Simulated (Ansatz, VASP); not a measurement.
# One calculation of B10Pt, two programs

```
B Pt
1.0
     6.47650    0.00000    0.00000
    -3.23825    5.60881    0.00000
     0.00000    0.00000    3.10069
B Pt
10 1
Direct
  0.33333 0.66667 0.50000
  0.66667 0.33333 0.50000
  0.37206 0.15240 0.50000
  0.84760 0.21966 0.50000
  0.78034 0.62794 0.50000
  0.15240 0.37206 0.50000
  0.21966 0.84760 0.50000
  0.62794 0.78034 0.50000
  0.33333 0.66667 0.00000
  0.66667 0.33333 0.00000
  0.00000 0.00000 0.50000
```

Alike in both runs: functional PBE; k mesh 3 × 3 × 6; occupations gaussian, width 0.1 eV; no spin polarisation.

Ansatz relaxed the structure, and its values are those at the end. VASP's run is a single point on that final structure, the one shown.

|  | VASP | Ansatz |
| --- | --- | --- |
| version | VASP 6.6.1 | Ansatz 0.2.0 |
| potentials or method | VASP PAW PBE potentials, release 64 (B, Pt), cutoff 520 eV | scalar-relativistic, plane waves, PAW |
| valence electrons in the cell | 40 | 48 |

VASP gave:

- gap on the k mesh at the Fermi level (eV): none
- pressure (GPa): -0.2
- rms of the force components (eV/Å): 0.007

Q: What did Ansatz give for the same quantities?

A: gap on the k mesh at the Fermi level (eV): none; pressure (GPa): -0.1; rms of the force components (eV/Å): 0.007.

A gap of «none» marks a metal or a gap that the smearing closes. With one functional, cell and mesh, what is left measures potentials, basis and numerics. VASP's potentials hold 40 valence electrons a cell and Ansatz's 48, so a difference there can come from the potentials and not from the codes.

The k mesh is coarse, so the values compare programs but aren't converged. Spin-orbit coupling is off throughout.
